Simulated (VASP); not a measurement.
# SiC (Moissanite 6H) (P6_3mc) in VASP: settings compared, part 2 of 3

VASP 6.6.1. The steps go on from the part before.

## Step 3: Single point, RPBE+D3(BJ)

Contents of INCAR:

```
SYSTEM = SiC
PREC = Accurate ; ENCUT = 520
EDIFF = 1E-6 ; ISMEAR = -1
SIGMA = 0.05 ; LREAL = .False.
LASPH = .True. ; NELM = 60
ALGO = Normal ; ISIF = 2
LWAVE = .False. ; LCHARG = .True.
GGA = RP ; IVDW = 12
LELF = .True. ; LVHAR = .True.
NBANDS = 36
```

Contents of KPOINTS:

```
regular mesh
0
Gamma
  10 10 2
  0 0 0
```

Contents of POSCAR:

```
SiC
1.0
    3.0950000000      0.0000000000      0.0000000000
   -1.5475000000      2.6803486247      0.0000000000
    0.0000000000      0.0000000000     15.1700000000
Si C
6 6
Direct
    0.6666666667      0.3333333333      0.4583000000
    0.3333333333      0.6666666667      0.9583000000
    0.6666666667      0.3333333333      0.7917000000
    0.3333333333      0.6666666667      0.2917000000
    0.0000000000      0.0000000000      0.6250000000
    0.0000000000      0.0000000000      0.1250000000
    0.6666666667      0.3333333333      0.3333000000
    0.3333333333      0.6666666667      0.8333000000
    0.6666666667      0.3333333333      0.6667000000
    0.3333333333      0.6666666667      0.1667000000
    0.0000000000      0.0000000000      0.5000000000
    0.0000000000      0.0000000000      0.0000000000
```

Potentials or basis: VASP PAW PBE potentials, release 64 (Si, C).

Launch:

```
cat potpaw_PBE.64/Si/POTCAR potpaw_PBE.64/C/POTCAR > POTCAR
mpirun -np 1 vasp_std > vasp.out
```

OUTCAR:

```text
SYSTEM = SiC
   PREC = Accurate
   ENCUT = 520
   EDIFF = 1E-6
   ISMEAR = -1
   LREAL = .False.
   LASPH = .True.
   NELM = 60
   ISIF = 2
   GGA = RP
   IVDW = 12
 IVDW          = 12

 ion  position               nearest neighbor table
   1  0.667  0.333  0.458-  11 1.90  11 1.90  11 1.90   7 1.90   4 3.10   4 3.10   4 3.10   5 3.10
                             5 3.10   5 3.10
   2  0.333  0.667  0.958-  12 1.90  12 1.90  12 1.90   8 1.90   3 3.10   3 3.10   3 3.10   6 3.10
                             6 3.10   6 3.10
   3  0.667  0.333  0.792-   8 1.90   8 1.90   8 1.90   9 1.90   2 3.10   2 3.10   2 3.10   5 3.10
                             5 3.10   5 3.10
   4  0.333  0.667  0.292-   7 1.90   7 1.90   7 1.90  10 1.90   1 3.10   1 3.10   1 3.10   6 3.10
                             6 3.10   6 3.10
   5  0.000  0.000  0.625-   9 1.90   9 1.90   9 1.90  11 1.90   3 3.10   1 3.10   3 3.10   1 3.10
                             1 3.10   3 3.10
   6  0.000  0.000  0.125-  10 1.90  10 1.90  10 1.90  12 1.90   4 3.10   2 3.10   2 3.10   4 3.10
                             4 3.10   2 3.10
   7  0.667  0.333  0.333-   4 1.90   4 1.90   4 1.90   1 1.90
[... 1158 lines left out ...]

 Edisp (eV)  -13.37240

 E8    (eV) :    -7.4581

  FORCE on cell =-STRESS in cart. coord.  units (eV):
  Direction    XX          YY          ZZ          XY          YZ          ZX
  --------------------------------------------------------------------------------------
  -------------------------------------------------------------------------------------
  Total     -14.76934   -14.76934   -14.26619     0.00000     0.00000     0.00000
  in kB    -188.03301  -188.03301  -181.62726     0.00000     0.00000     0.00000
  external pressure =     -185.90 kB  Pullay stress =        0.00 kB

 VOLUME and BASIS-vectors are now :
 -----------------------------------------------------------------------------
  energy-cutoff  :      520.00
  volume of cell :      125.85
      direct lattice vectors                 reciprocal lattice vectors
     3.095000000  0.000000000  0.000000000     0.323101777  0.186542898  0.000000000
    -1.547500000  2.680348625  0.000000000     0.000000000  0.373085796  0.000000000
     0.000000000  0.000000000 15.170000000     0.000000000  0.000000000  0.065919578

 POSITION                                       TOTAL-FORCE (eV/Angst)
 -----------------------------------------------------------------------------------
      1.54750      0.89345      6.95241         0.000000      0.000000      0.064861
     -0.00000      1.78690     14.53741        -0.000000      0.000000      0.064861
      1.54750      0.89345     12.01009        -0.000000      0.000000      0.026614
     -0.00000      1.78690      4.42509         0.000000     -0.000000      0.026614
      0.00000      0.00000      9.48125         0.000000     -0.000000      0.039514
      0.00000      0.00000      1.89625        -0.000000      0.000000      0.039514
      1.54750      0.89345      5.05616        -0.000000      0.000000     -0.015897
     -0.00000      1.78690     12.64116        -0.000000      0.000000     -0.015897
      1.54750      0.89345     10.11384         0.000000     -0.000000      0.025463
     -0.00000      1.78690      2.52884        -0.000000      0.000000      0.025463
      0.00000      0.00000      7.58500         0.000000     -0.000000     -0.140556
      0.00000      0.00000      0.00000        -0.000000      0.000000     -0.140556
 -----------------------------------------------------------------------------------
    total drift:                                0.000000      0.000000     -0.000673

  FREE ENERGIE OF THE ION-ELECTRON SYSTEM (eV)
  ---------------------------------------------------
  free  energy   TOTEN  =       -99.3098039998 eV

  energy  without entropy=      -99.3098039996  energy(sigma->0) =      -99.30980400
```

OSZICAR:

```text
N       E                     dE             d eps       ncg     rms          rms(c)
DAV:   1     0.124397743522E+03    0.12440E+03   -0.21744E+04  2016   0.120E+03
DAV:   2    -0.847219595026E+02   -0.20912E+03   -0.19639E+03  2692   0.206E+02
DAV:   3    -0.962305653541E+02   -0.11509E+02   -0.11432E+02  2656   0.455E+01
DAV:   4    -0.964008642462E+02   -0.17030E+00   -0.16998E+00  2576   0.640E+00
DAV:   5    -0.964043955919E+02   -0.35313E-02   -0.35288E-02  2580   0.881E-01    0.225E+01
DAV:   6    -0.861612340246E+02    0.10243E+02   -0.29765E+01  2484   0.200E+01    0.105E+01
DAV:   7    -0.859540417113E+02    0.20719E+00   -0.32239E+00  2676   0.680E+00    0.426E+00
DAV:   8    -0.859344724889E+02    0.19569E-01   -0.20786E-01  2448   0.183E+00    0.127E+00
DAV:   9    -0.859358617596E+02   -0.13893E-02   -0.29435E-02  2532   0.828E-01    0.209E-01
DAV:  10    -0.859371533035E+02   -0.12915E-02   -0.26382E-03  2544   0.226E-01    0.102E-01
DAV:  11    -0.859373991061E+02   -0.24580E-03   -0.58565E-04  2348   0.125E-01    0.106E-02
DAV:  12    -0.859374048415E+02   -0.57355E-05   -0.19480E-05  2700   0.208E-02    0.732E-03
DAV:  13    -0.859374080247E+02   -0.31832E-05   -0.41050E-06  2300   0.102E-02    0.409E-03
DAV:  14    -0.859374087306E+02   -0.70591E-06   -0.15808E-07  1488   0.218E-03
   1 F= -.99309804E+02 E0= -.99309804E+02  d E =-.172517E-09
```

stdout:

```text
POSCAR found type information on POSCAR SiC
 POSCAR found :  2 types and      12 ions
 scaLAPACK will be used
 -----------------------------------------------------------------------------
|                                                                             |
|                                                                             |
|     You enforced a specific xc type in the INCAR file but a different       |
|     I HOPE YOU KNOW WHAT YOU ARE DOING!                                     |
|                                                                             |
 -----------------------------------------------------------------------------

 LDA part: xc-table for (Slater+PW92), standard interpolation
 POSCAR, INCAR and KPOINTS ok, starting setup
 FFT: planning ... GRIDC
 FFT: planning ... GRID_SOFT
 FFT: planning ... GRID
 WAVECAR not read
 entering main loop
```

Run time: 79 s. Hardware: 1 thread of AMD EPYC 9R45 (Zen 5), shared host; peak memory 0.26 GiB.

Results:

| Item | Value |
| --- | --- |
| Free energy | -99.3098 eV |
| Pressure | -18.6 GPa |
| Largest force | 0.141 eV/Å |
| Band gap on the k mesh | 2.03 eV, indirect (least direct gap 3.12 eV) |
| Dispersion energy per atom | -1.114 eV |

Forces in eV/Å, atoms in the order of the input:
```
Si   0.000  0.000  0.065
Si   0.000  0.000  0.065
Si   0.000  0.000  0.027
Si   0.000  0.000  0.027
Si   0.000  0.000  0.040
Si   0.000  0.000  0.040
C    0.000  0.000 -0.016
C    0.000  0.000 -0.016
C    0.000  0.000  0.025
C    0.000  0.000  0.025
C    0.000  0.000 -0.141
C    0.000  0.000 -0.141
```

Levels at points of the mesh, in eV from the valence-band top:
| k point | band 22 | band 23 | band 24 | band 25 | band 26 | band 27 |
| --- | --- | --- | --- | --- | --- | --- |
| (0.00, 0.00, 0.00) | -0.04 | 0.00 | 0.00 | 5.08 | 5.25 | 5.66 |
| (0.50, 0.00, 0.00) | -1.76 | -1.65 | -1.09 | 2.03 | 2.22 | 3.22 |
| (0.00, 0.00, 0.50) | -0.10 | -0.10 | -0.10 | 5.15 | 5.15 | 5.89 |
| (0.50, 0.00, 0.50) | -1.70 | -1.29 | -1.29 | 2.08 | 2.08 | 3.44 |

Caveat: the PAW data sets were made with another functional, which shifts forces and pressure a little.

## Step 4: Single point, PBE exchange alone

Contents of INCAR:

```
PREC = Accurate
ENCUT = 520
EDIFF = 1E-6
ISMEAR = -1
SIGMA = 0.05
LREAL = F
LASPH = T
NELM = 80
ALGO = Normal
ISIF = 2
LWAVE = F
LCHARG = F
GGA = PE
ALDAC = 0.0
AGGAC = 0.0
NBANDS = 36
```

Contents of KPOINTS:

```
regular mesh
0
Gamma
  10 10 2
```

POSCAR is that of step 3.

Launch:

```
cat potpaw_PBE.64/Si/POTCAR potpaw_PBE.64/C/POTCAR > POTCAR
mpirun -np 1 vasp_std > vasp.out
```

Wall time 75 s (1 thread of AMD EPYC 9R45 (Zen 5), shared host); peak memory 0.25 GiB.

The run converged. Its results:

```yaml
Free_energy: -69.9068 eV
Pressure: 16.8 GPa
Largest_force: 0.140 eV/Å
Band_gap_on_the_k_mesh: 2.33 eV, indirect (least direct gap 3.42 eV)
```

Forces in eV/Å, atoms in the order of the input:
```
Si   0.000  0.000  0.038
Si   0.000  0.000  0.038
Si   0.000  0.000  0.021
Si   0.000  0.000  0.021
Si   0.000  0.000  0.046
Si   0.000  0.000  0.046
C    0.000  0.000 -0.012
C    0.000  0.000 -0.012
C    0.000  0.000  0.048
C    0.000  0.000  0.048
C    0.000  0.000 -0.140
C    0.000  0.000 -0.140
```

Stress tensor (GPa, compression positive):
```
16.54  0.00  0.00
 0.00 16.54  0.00
 0.00  0.00 17.46
```

Levels at points of the mesh, in eV from the valence-band top:
```
           k point  band 21  band 22  band 23  band 24  band 25  band 26  band 27  band 28
(0.00, 0.00, 0.00)    -0.29    -0.04     0.00     0.00     5.22     5.39     5.79     6.30
(0.50, 0.00, 0.00)    -1.78    -1.74    -1.61    -1.09     2.33     2.51     3.47     4.14
(0.00, 0.00, 0.50)    -0.09    -0.09    -0.09    -0.09     5.29     5.29     6.02     6.02
(0.50, 0.00, 0.50)    -1.68    -1.68    -1.28    -1.28     2.37     2.37     3.69     3.69
```

A k mesh can miss the band edges.

[end of part 2 of 3]
